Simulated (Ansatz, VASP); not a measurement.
## PbS: VASP and Ansatz over several settings

```
Pb S
1.0
     2.07995   -5.99130    0.00000
     2.07995    5.99130    0.00000
     0.00000    0.00000    4.27932
Pb S
2 2
Direct
  0.13056 0.86944 0.25000
  0.86944 0.13056 0.75000
  0.35480 0.64520 0.25000
  0.64520 0.35480 0.75000
```

Single points on this cell with VASP 6.6.1 and Ansatz 0.2.0. Each row is one pair of runs. Alike in all rows: spin: off; k mesh: 7 × 7 × 6; Ansatz's potentials, cutoff: Ansatz PAW, 420 eV.

| level | smearing | VASP's potentials, cutoff | gap on the k mesh at the Fermi level (eV), VASP | gap on the k mesh at the Fermi level (eV), Ansatz | least direct gap on the mesh (eV), VASP | least direct gap on the mesh (eV), Ansatz | pressure (GPa), VASP | pressure (GPa), Ansatz |
| --- | --- | --- | --- | --- | --- | --- | --- | --- |
| RPBE+D3(BJ) | fermi-dirac, width 0.05 eV | VASP PAW PBE potentials, release 64 (Pb_d, S), 520 eV | 1.34 | 1.34 | 1.52 | 1.52 | -11.1 | -11.0 |
| BLYP+D4 | fermi-dirac, width 0.05 eV | VASP PAW PBE potentials, release 64 (Pb_d, S), 520 eV | 1.30 | 1.31 | 1.49 | 1.49 | 0.9 | 0.9 |
| LDA | fermi-dirac, width 0.05 eV | VASP PAW LDA potentials, release 64 (Pb_d, S), 520 eV | 1.10 | 1.11 | 1.28 | 1.29 | -3.5 | -3.5 |
| PBE | gaussian, width 0.02 eV | VASP PAW PBE potentials, release 64 (Pb_d, S), 520 eV | 1.26 | 1.25 | 1.43 | 1.43 | 1.0 | 1.1 |
| PBE | gaussian, width 0.023 eV | VASP PAW PBE potentials, release 64 (Pb_d, S), 520 eV | 1.26 | 1.25 | 1.43 | 1.43 | 1.0 | 1.1 |
| PBE | gaussian, width 0.024 eV | VASP PAW PBE potentials, release 64 (Pb_d, S), 520 eV | 1.26 | 1.25 | 1.43 | 1.43 | 1.0 | 1.1 |
| PBE | fermi-dirac, width 0.05 eV | VASP PAW PBE potentials, release 64 (Pb_d, S), 520 eV | 1.26 | 1.25 | 1.43 | 1.43 | 1.0 | 1.1 |

Gap on the k mesh at the fermi level (eV): the two programs differ by at most 0.012; least direct gap on the mesh (eV): the two programs differ by at most 0.005; pressure (GPa): the two programs differ by at most 0.08.

Neither program's run includes spin-orbit coupling. Noted on Ansatz's runs: odd divisions of the mesh miss points on the zone boundary, where band edges often lie, so the gap on the mesh can be too wide.
